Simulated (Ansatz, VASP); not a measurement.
# One calculation of La3In, two programs

```xyz
4
Lattice="5.0345 0.0000 0.0000 0.0000 5.0345 0.0000 0.0000 0.0000 5.0854" Properties=species:S:1:pos:R:3 pbc="T T T"
La    0.0000    2.5173    2.5427
La    2.5173    0.0000    2.5427
La    2.5173    2.5173    0.0000
In    0.0000    0.0000    0.0000
```

Change from the starting cell: equal xx and yy strain of -1 %, crystal datasets.

Alike in both runs: task electric field gradients; functional PBEsol; k mesh 7 × 7 × 7; occupations fermi-dirac, width 0.05 eV; no spin polarisation.

|  | VASP | Ansatz |
| --- | --- | --- |
| version | VASP 6.6.1 | Ansatz 0.2.0 |
| potentials or method | VASP PAW PBE potentials, release 64 (La, In_d), cutoff 520 eV | all-electron PAW with datasets made for the crystal, scalar-relativistic |

|  | VASP | Ansatz | Ansatz less VASP |
| --- | --- | --- | --- |
| pressure (GPa) | -2.0 | -1.9 | +0.02 |
| traceless stress, the component that is largest in VASP (GPa) | -0.18 | -0.18 | 0.000 |
| size of Vzz on the site where it differs most (V/Å²) | 135.5 | 130.9 | -4.61 |

VASP's potentials were made for PBE, not for PBEsol. Ansatz ran all-electron here, and VASP with PAW potentials.

Neither program's run includes spin-orbit coupling.
